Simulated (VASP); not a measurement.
# CsPbBr3 (P4/mmm) in VASP: relaxation of the atoms with PBEsol

Aim: the relaxation of the atoms of CsPbBr3 with PBEsol.

Program: VASP 6.6.1. These are calculated values, not measurements. Logs are shortened: lines on timing, memory, paths and dates and some standing lists are left out, and cuts for length are marked.

## Step 1: The cell of the first run

Symmetry: P4/mmm, No. 123, tetragonal system. The conventional cell has a = 6.105 Å, b = 6.105 Å, c = 5.870 Å, α = 90.00°, β = 90.00°, γ = 90.00°. Pb (site symmetry 4/mmm) has 6 Br at 2.94 to 3.05 Å within 3.9 Å. Cs (site symmetry 4/mmm) has 12 Br at 4.23 to 4.32 Å and 8 Pb at 5.22 Å within 5.6 Å. Br (site symmetry 4/mmm) has 2 Pb at 2.94 Å within 3.9 Å. Within 4.0 Å of Br (site symmetry mmm) lie 2 Pb at 3.05 Å.

## Step 2: Relaxation of the atoms, PBEsol

INCAR

```
SYSTEM = CsPbBr3
PREC = Accurate
ENCUT = 450
EDIFF = 1E-7
ISMEAR = -1
SIGMA = 0.05
LREAL = .False.
LASPH = .True.
NELM = 120
ALGO = Normal
ISIF = 2
LWAVE = .False.
LCHARG = .False.
GGA = PS
IBRION = 2
NSW = 60
EDIFFG = -0.01
GGA_COMPAT = .False.
NELMIN = 4
```

KPOINTS

```
regular mesh
0
Gamma
  4 4 4
  0 0 0
```

POSCAR

```
CsPbBr3
1.0
    6.1048000000      0.0000000000      0.0000000000
    0.0000000000      6.1048000000      0.0000000000
    0.0000000000      0.0000000000      5.8700000000
Pb Cs Br
1 1 3
Direct
    0.5000000000      0.5000000000      0.5000000000
    0.0000000000      0.0000000000      0.0000000000
    0.5000000000      0.5000000000      0.0000000000
    0.5000000000      0.0000000000      0.5000000000
    0.0000000000      0.5000000000      0.5000000000
```

Potentials or basis: VASP PAW PBE potentials, release 64 (Pb_d, Cs_sv, Br).

Run with:

```
cat potpaw_PBE.64/Pb_d/POTCAR potpaw_PBE.64/Cs_sv/POTCAR potpaw_PBE.64/Br/POTCAR > POTCAR
mpirun -np 1 vasp_std > vasp.out
```

OUTCAR:

```text
SYSTEM = CsPbBr3
   PREC = Accurate
   ENCUT = 450
   EDIFF = 1E-7
   ISMEAR = -1
   LREAL = .False.
   LASPH = .True.
   NELM = 120
   ISIF = 2
   GGA = PS
   IBRION = 2
   NSW = 60
   EDIFFG = -0.01
   NELMIN = 4

 ion  position               nearest neighbor table
   1  0.500  0.500  0.500-   3 2.94   3 2.94   5 3.05   4 3.05   4 3.05   5 3.05
   2  0.000  0.000  0.000-
   3  0.500  0.500  0.000-   1 2.94   1 2.94
   4  0.500  0.000  0.500-   1 3.05   1 3.05
   5  0.000  0.500  0.500-   1 3.05   1 3.05

  LATTYP: Found a simple tetragonal cell.
 ALAT       =     6.1048000000
 C/A-ratio  =     0.9615384615

  Lattice vectors:

 A1 = (   6.1048000000,   0.0000000000,   0.0000000000)
 A2 = (   0.0000000000,   6.1048000000,   0.0000000000)
 A3 = (   0.0000000000,   0.0000000000,   5.8700000000)

Analysis of symmetry for initial positions (statically):
=====================================================================
 Subroutine PRICEL returns:
 Original cell was already a primitive cell.

 Routine SETGRP: Setting up the symmetry group for a
 simple tetragonal supercell.

 Subroutine GETGRP returns: Found 16 space group operations
 (whereof 16 operations were pure point group operations)
 out of a pool of 16 trial point group operations.

The static configuration has the point symmetry D_4h.

Analysis of symmetry for dynamics (positions and initial velocities):
=====================================================================
 Subroutine PRICEL returns:
 Original cell was already a primitive cell.

 Routine SETGRP: Setting up the symmetry group for a
 simple tetragonal supercell.

 Subroutine GETGRP returns: Found 16 space group operations
 (whereof 16 operations were pure point group operations)
 out of a pool of 16 trial point group operations.

The dynamic configuration has the point symmetry D_4h.

 Subroutine INISYM returns: Found 16 space group operations
 (whereof 16 operations are pure point group operations),
 and found     1 'primitive' translations

----------------------------------------------------------------------------------------

                                     Primitive cell

  volume of cell :     218.7666

  direct lattice vectors                    reciprocal lattice vectors
     6.104800000  0.000000000  0.000000000     0.163805530  0.000000000  0.000000000
     0.000000000  6.104800000  0.000000000     0.000000000  0.163805530  0.000000000
     0.000000000  0.000000000  5.870000000     0.000000000  0.000000000  0.170357751

  length of vectors
     6.104800000  6.104800000  5.870000000     0.163805530  0.163805530  0.170357751

  position of ions in fractional coordinates (direct lattice)
     0.500000000  0.500000000  0.500000000
     0.000000000  0.000000000  0.000000000
     0.500000000  0.500000000  0.000000000
     0.500000000  0.000000000  0.500000000
     0.000000000  0.500000000  0.500000000

  ion indices of the primitive-cell ions
   primitive index   ion index
                 1           1
                 2           2
                 3           3
                 4           4
                 5           5

----------------------------------------------------------------------------------------

 KPOINTS: regular mesh

Automatic generation of k-mesh.
 Grid dimensions read from file:
 generate k-points for:    4    4    4

 Generating k-lattice:

  Cartesian coordinates                     Fractional coordinates (reciprocal lattice)
     0.040951383  0.000000000  0.000000000     0.250000000  0.000000000  0.000000000
     0.000000000  0.040951383  0.000000000     0.000000000  0.250000000  0.000000000
     0.000000000  0.000000000  0.042589438     0.000000000  0.000000000  0.250000000

  Length of vectors
     0.040951383  0.040951383  0.042589438

  Shift w.r.t. Gamma in fractional coordinates (k-lattice)
     0.000000000  0.000000000  0.000000000

 Subroutine IBZKPT returns following result:
 ===========================================

 Found     18 irreducible k-points:

 Following reciprocal coordinates:
            Coordinates               Weight
  0.000000  0.000000  0.000000      1.000000
  0.250000  0.000000  0.000000      4.000000
  0.500000  0.000000  0.000000      2.000000
  0.250000  0.250000  0.000000      4.000000
  0.500000  0.250000  0.000000      4.000000
  0.500000  0.500000  0.000000      1.000000
[... 10 lines left out ...]
  0.500000  0.250000  0.500000      4.000000
  0.500000  0.500000  0.500000      1.000000
   k-points           NKPTS =     18   k-points in BZ     NKDIM =     18   number of bands    NBANDS=     26
   number of dos      NEDOS =    301   number of ions     NIONS =      5
   total plane-waves  NPLWV =  74088
   dimension x,y,z NGX =    42 NGY =   42 NGZ =   42
   dimension x,y,z NGXF=    84 NGYF=   84 NGZF=   84
   ions per type =               1   1   3
   NGX,Y,Z   is equivalent  to a cutoff of  11.44, 11.44, 11.89 a.u.
   NGXF,Y,Z  is equivalent  to a cutoff of  22.87, 22.87, 23.79 a.u.
 SYSTEM =  CsPbBr3
   PREC   = accura    normal or accurate (medium, high low for compatibility)
   ISTART =      0    job   : 0-new  1-cont  2-samecut
   ICHARG =      2    charge: 1-file 2-atom 10-const
   ISPIN  =      1    spin polarized calculation?
   LNONCOLLINEAR =      F non collinear calculations
   LSORBIT =      F    spin-orbit coupling
   LASPH  =      T    aspherical Exc in radial PAW
   ENCUT  =  450.0 eV  33.07 Ry    5.75 a.u.  10.56 10.56 10.15*2*pi/ulx,y,z
   NELM   =    120;   NELMIN=  4; NELMDL= -5     # of ELM steps
   EDIFF  = 0.1E-06   stopping-criterion for ELM
   LREAL  =      F    real-space projection
   EDIFFG = -.1E-01   stopping-criterion for IOM
   NSW    =     60    number of steps for IOM
   IBRION =      2    ionic relax: 0-MD 1-quasi-New 2-CG
   NFREE  =      1    steps in history (QN), initial steepest desc. (CG)
   ISIF   =      2    stress and relaxation
   ISYM   =      2    0-nonsym 1-usesym 2-fastsym
   POTIM  = 0.5000    time-step for ionic-motion
   TEBEG  =    0.0;   TEEND  =   0.0 temperature during run
   PSTRESS=    0.0 pullay stress
   NELECT =      44.0000    total number of electrons
   NUPDOWN=      -1.0000    fix difference up-down
   EMIN   =  10.00;   EMAX   =-10.00  energy-range for DOS
   EFERMI =   0.00;   METHOD = LEGACY
   ISMEAR =    -1;   SIGMA  =   0.05  broadening in eV -4-tet -1-fermi 0-gaus
   EFERMI_NEDOS =   21; number of points for ismear=-14 and -15
   IALGO  =     38    algorithm
   IMIX   =      4    mixing-type and parameters
     AMIX     =   0.40;   BMIX     =  1.00
     AMIX_MAG =   1.60;   BMIX_MAG =  1.00
  volume/ion in A,a.u.               =      43.75       295.26
  Fermi-wavevector in a.u.,A,eV,Ry     =   0.959177  1.812582 12.517637  0.920020
  Thomas-Fermi vector in A             =   2.088350
   LORBIT       =      0    0 simple, 1 ext, 2 COOP (PROOUT), +10 PAW based schemes
   GGA     = PS    functional components
   LHFCALC =     F    Hartree Fock is set to
   AEXX    =    0.0000 exact exchange contribution
   IVDW    =     0    specifies the selected vdW correction
   LEPSILON=     F    determine dielectric tensor
   LRPA    =     F    only Hartree local field effects (RPA)
 conjugate gradient relaxation of ions
 non-spin polarized calculation
  energy-cutoff  :      450.00
  volume of cell :      218.77
 maximum number of plane-waves:      4774
   NGX = 21   NGY = 21   NGZ = 21

 number of electron      43.9999990 magnetization

 Free energy of the ion-electron system (eV)
  ---------------------------------------------------
  ext. energy  EPLUGINS =         0.00000000
  ---------------------------------------------------
  free energy    TOTEN  =       -16.68442081 eV

  energy without entropy =      -16.68442081  energy(sigma->0) =      -16.68442081

 E-fermi :   1.1499     XC(G=0):  -7.4784

 val. band max:        0.3597496609   @ k =   0.5000   0.5000   0.5000
 cond. band min:       1.9752342494   @ k =   0.5000   0.5000   0.5000
 fundamental gap:      1.6154845885
 Fermi energy:         1.1499087921

 k-point     1 :       0.0000    0.0000    0.0000
  band No.  band energies     occupation
      1     -20.7871      2.00000
      2     -16.2284      2.00000
      3     -16.1913      2.00000
      4     -16.1070      2.00000
      5     -16.0969      2.00000
      6     -16.0969      2.00000
[... 18 lines left out ...]
     25       4.9025      0.00000
     26       5.4821      0.00000

 k-point     2 :       0.2500    0.0000    0.0000
  band No.  band energies     occupation
      1     -20.7869      2.00000
      2     -16.2257      2.00000
      3     -16.1777      2.00000
      4     -16.1073      2.00000
      5     -16.0972      2.00000
      6     -16.0969      2.00000
[... 18 lines left out ...]
     25       5.1770      0.00000
     26       5.2508      0.00000

 k-point     3 :       0.5000    0.0000    0.0000
  band No.  band energies     occupation
      1     -20.7866      2.00000
      2     -16.2242      2.00000
      3     -16.1627      2.00000
      4     -16.1075      2.00000
      5     -16.0974      2.00000
      6     -16.0969      2.00000
[... 18 lines left out ...]
     25       5.4135      0.00000
     26       5.5674      0.00000

 k-point     4 :       0.2500    0.2500    0.0000
  band No.  band energies     occupation
      1     -20.7866      2.00000
      2     -16.2212      2.00000
      3     -16.1656      2.00000
      4     -16.1075      2.00000
      5     -16.0972      2.00000
      6     -16.0972      2.00000
[... 18 lines left out ...]
     25       4.7425      0.00000
     26       5.4389      0.00000
[... 322 lines left out ...]
      1     -20.7858      2.00000
      2     -16.1655      2.00000
      3     -16.1546      2.00000
      4     -16.1075      2.00000
      5     -16.0982      2.00000
      6     -16.0982      2.00000
[... 18 lines left out ...]
     25       3.7440      0.00000
     26       5.4021      0.00000

 k-point    17 :       0.5000    0.2500    0.5000
  band No.  band energies     occupation
      1     -20.7856      2.00000
      2     -16.1590      2.00000
      3     -16.1433      2.00000
      4     -16.1078      2.00000
      5     -16.0984      2.00000
      6     -16.0982      2.00000
[... 18 lines left out ...]
     25       3.5388      0.00000
     26       5.4743      0.00000

 k-point    18 :       0.5000    0.5000    0.5000
  band No.  band energies     occupation
      1     -20.7854      2.00000
      2     -16.1456      2.00000
      3     -16.1386      2.00000
      4     -16.1080      2.00000
      5     -16.0984      2.00000
      6     -16.0984      2.00000
[... 18 lines left out ...]
     25       2.2171      0.00000
     26       5.1001      0.00000

------------------------ aborting loop because EDIFF is reached ----------------------------------------

  FORCE on cell =-STRESS in cart. coord.  units (eV):
  Direction    XX          YY          ZZ          XY          YZ          ZX
  --------------------------------------------------------------------------------------
  -------------------------------------------------------------------------------------
  Total       -2.3369211     -2.3369211     -0.4492708      0.0000000      0.0000000      0.0000000
  in kB      -17.1148715    -17.1148715     -3.2903171      0.0000000      0.0000000      0.0000000
  external PRESSURE =     -12.5066867 kB  Pullay stress =       0.0000000 kB

 VOLUME and BASIS-vectors are now :
 -----------------------------------------------------------------------------
  energy-cutoff  :      450.00
  volume of cell :      218.77
      direct lattice vectors                 reciprocal lattice vectors
     6.104800000  0.000000000  0.000000000     0.163805530  0.000000000  0.000000000
     0.000000000  6.104800000  0.000000000     0.000000000  0.163805530  0.000000000
     0.000000000  0.000000000  5.870000000     0.000000000  0.000000000  0.170357751

 POSITION                                       TOTAL-FORCE (eV/Angst)
 -----------------------------------------------------------------------------------
      3.05240      3.05240      2.93500         0.000000      0.000000      0.000000
      0.00000      0.00000      0.00000         0.000000      0.000000      0.000000
      3.05240      3.05240      0.00000         0.000000      0.000000      0.000000
      3.05240      0.00000      2.93500         0.000000      0.000000      0.000000
      0.00000      3.05240      2.93500         0.000000      0.000000      0.000000
 -----------------------------------------------------------------------------------
    total drift:                                0.000000     -0.000000     -0.000000

  FREE ENERGIE OF THE ION-ELECTRON SYSTEM (eV)
  ---------------------------------------------------
  free  energy   TOTEN  =       -16.6844208139 eV

  energy  without entropy=      -16.6844208064  energy(sigma->0) =      -16.68442081

 reached required accuracy - stopping structural energy minimisation
```

Run time: 1.8 min. Hardware: 1 thread of Oxide Virtual Turin-like, shared host; peak memory 0.28 GiB.

Results:

```
Free energy             : -16.6844 eV
Pressure after relaxing : -1.3 GPa
Band gap on the k mesh  : 1.62 eV
```

Stress tensor (GPa, compression positive):
```
-1.71  0.00  0.00
 0.00 -1.71  0.00
 0.00  0.00 -0.33
```

Final structure:
```
CELL_PARAMETERS angstrom
6.10480 0.00000 0.00000
0.00000 6.10480 0.00000
0.00000 0.00000 5.87000
ATOMIC_POSITIONS crystal
Pb 0.50000 0.50000 0.50000
Cs 0.00000 0.00000 0.00000
Br 0.50000 0.50000 0.00000
Br 0.50000 0.00000 0.50000
Br 0.00000 0.50000 0.50000
```

Caveat: the PAW data sets were made with another functional, which shifts forces and pressure a little; spin-orbit coupling is left out, which moves the levels of the heavy elements.
